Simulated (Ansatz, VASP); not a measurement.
Two plane-wave programs on SrO

```
Sr O
1.0
     0.00000    2.57989    2.55409
     2.57989    0.00000    2.55409
     2.57989    2.57989    0.00000
Sr O
1 1
Direct
  0.00000 0.00000 0.00000
  0.50000 0.50000 0.50000
```

Change from the starting cell: uniaxial_z strain -1.0%.

Alike in both runs: task single point; functional PBE; k mesh 8 × 8 × 8; occupations fermi-dirac, width 0.02 eV; no spin polarisation.

|  | VASP | Ansatz |
| --- | --- | --- |
| version | VASP 6.6.1 | Ansatz 0.2.0 |
| potentials or method | VASP PAW PBE potentials, release 64 (Sr_sv, O) | plane waves, PAW |
| plane-wave cutoff (eV) | 520 | 420 |
| valence electrons in the cell | 16 | 16 |

```tsv
	VASP	Ansatz	Ansatz less VASP
gap on the k mesh at the Fermi level (eV)	3.22	3.27	+0.049
pressure (GPa)	3.4	2.8	-0.59
traceless stress, the component that is largest in VASP (GPa)	0.97	0.92	-0.051
```

The functional is the same, so the differences come from potentials, cutoffs and numerics.
